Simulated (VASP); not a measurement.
Crystal: HfH5.

```
Hf H
1.0
     3.73994    0.00000    0.00000
    -1.86997    3.23888    0.00000
     0.00000    0.00000    5.06074
Hf H
1 5
Cartesian
  0.0000 0.0000 0.0000
  1.8700 1.0796 4.1413
  1.8700 1.0796 0.9194
  2.4364 0.7526 0.0000
  1.8700 1.7337 0.0000
  1.3035 0.7526 0.0000
```

The cell was built from a structure type or drawn by symmetry, and may not be a known phase.

| Quantity | Value |
| --- | --- |
| Program | VASP 6.6.1 |
| Task | relaxation of cell and atoms |
| Functional | PBE |
| Potentials or basis | VASP PAW PBE potentials, release 64 (Hf_pv, H) |
| Cutoff | 600 eV |
| k mesh | 6 × 6 × 4 |
| Occupations | gaussian, width 0.1 eV |
| Spin | no spin polarisation |

At the start: pressure 34.7 GPa; volume 10.22 Å³/atom.

**Question.** How do energy, volume and symmetry change on relaxing?

**Answer.** Over 39 steps the energy falls by 1075.4 meV/atom and the volume is 17.34 Å³/atom (+69.7 %); space group P-6m2 (No. 187, to 0.1 Å) before and after.

Step by step:
| step | energy change (eV) | largest force (eV/Å) | pressure (GPa) | volume (Å³) |
| --- | --- | --- | --- | --- |
| 1 | 0.0000 | 1.6095 | 34.67 | 61.30 |
| 2 | -2.7867 | 3.0036 | 3.96 | 82.63 |
| 3 | -2.7554 | 3.3970 | 0.99 | 87.93 |
| 4 | -2.7888 | 3.2161 | 2.44 | 85.13 |
| 5 | -3.6379 | 0.4972 | -0.99 | 95.09 |
| 6 | -3.6587 | 0.3366 | -1.29 | 97.18 |
| 7 | -3.7019 | 0.1270 | -0.91 | 95.26 |
| 8 | -3.7363 | 0.2632 | -0.22 | 92.16 |
| 9 | -3.7376 | 0.3532 | -0.06 | 91.51 |
| 10 | -3.7730 | 0.4649 | -0.45 | 89.94 |
| 11 | -3.8197 | 0.8109 | -1.37 | 85.62 |
| 12 | -3.8316 | 0.8082 | -1.41 | 85.11 |
| 13 | -3.8663 | 0.8021 | -1.50 | 83.57 |
| 14 | -3.9259 | 0.7943 | -1.56 | 80.46 |
| 15 | -4.0323 | 0.9042 | -1.35 | 74.11 |
| 16 | -4.5314 | 1.6344 | 2.48 | 60.89 |
| 17 | -4.6307 | 1.6235 | 3.27 | 59.46 |
| 18 | -4.5540 | 0.8564 | 10.79 | 55.05 |
| 19 | -4.6640 | 1.5517 | 4.52 | 58.07 |
| 20 | -4.6718 | 1.2642 | 6.75 | 56.64 |
| 21 | -4.8000 | 0.9320 | 6.79 | 57.30 |
| 22 | -5.0041 | 0.9398 | 8.37 | 59.29 |
| 23 | -5.1642 | 0.3836 | 6.69 | 61.76 |
| 24 | -5.4818 | 1.3429 | 4.06 | 69.55 |
| 25 | -5.5761 | 3.3443 | -0.84 | 86.80 |
| 26 | -5.6420 | 2.7931 | 1.08 | 79.50 |
| 27 | -5.7456 | 2.9608 | 0.55 | 82.08 |
| 28 | -6.0332 | 3.0367 | -0.57 | 90.12 |
| 29 | -6.3768 | 1.7613 | -1.24 | 107.58 |
| 30 | -6.4034 | 0.9864 | -1.16 | 113.38 |
| 31 | -6.4363 | 0.0232 | -0.53 | 110.34 |
| 32 | -6.4381 | 0.3270 | -0.33 | 109.49 |
| 33 | -6.4428 | 0.2663 | -0.20 | 108.25 |
| 34 | -6.4496 | 0.1206 | 0.19 | 105.04 |
| 35 | -6.4500 | 0.0967 | 0.32 | 104.05 |
| 36 | -6.4517 | 0.1043 | 0.05 | 104.02 |
| 37 | -6.4517 | 0.1303 | 0.03 | 104.02 |
| 38 | -6.4520 | 0.1073 | -0.03 | 104.04 |
| 39 | -6.4523 | 0.0311 | -0.01 | 104.03 |

Final structure:
```yaml
crystal:
  lattice:
    - [5.62193, 0.00000, 0.00000]
    - [-2.81097, 4.86874, 0.00000]
    - [0.00000, 0.00000, 3.80074]
  atoms:
    - { symbol: Hf, position: [0.00000, 0.00000, 0.00000] }
    - { symbol: H, position: [0.66667, 0.33333, 0.60029] }
    - { symbol: H, position: [0.66667, 0.33333, 0.39971] }
    - { symbol: H, position: [0.81249, 0.18751, 0.00000] }
    - { symbol: H, position: [0.81249, 0.62498, 0.00000] }
    - { symbol: H, position: [0.37502, 0.18751, 0.00000] }
```

Caveat: the volume moved by over 15 % at a fixed basis, so the end points are rough.
